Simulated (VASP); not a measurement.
SrCl2:

```xyz
3
Lattice="2.4567 1.4184 4.0153 -2.4567 1.4184 4.0153 0.0000 -2.8368 4.0153" Properties=species:S:1:pos:R:3 pbc="T T T"
Sr    0.0000    0.0000    0.0000
Cl    0.0000    0.0000    3.0109
Cl    0.0000    0.0000    9.0350
```

Base run:

```yaml
Program: VASP 6.6.1
Functional: PBE
Potentials_or_basis: VASP PAW PBE potentials, release 64 (Sr_sv, Cl)
Cutoff: 520 eV
k_mesh: 6 × 6 × 6
Occupations: gaussian, width 0.01 eV
Spin: no spin polarisation
```

Its results: band gap on the k mesh 5.38 eV, indirect (least direct gap 5.50 eV); pressure 1.5 GPa.

Problem. The run is repeated on the same cell with these changes: functional from PBE to r2SCAN. What comes out?

Solution. Band gap on the k mesh 5.98 eV, direct; pressure 0.8 GPa.

r2SCAN gives the wider gap, since meta-GGAs in the generalised Kohn-Sham scheme recover part of the derivative discontinuity.

Caveats: the PAW data sets were made with another functional, which shifts forces and pressure a little (some runs).

A k mesh can miss the band edges.
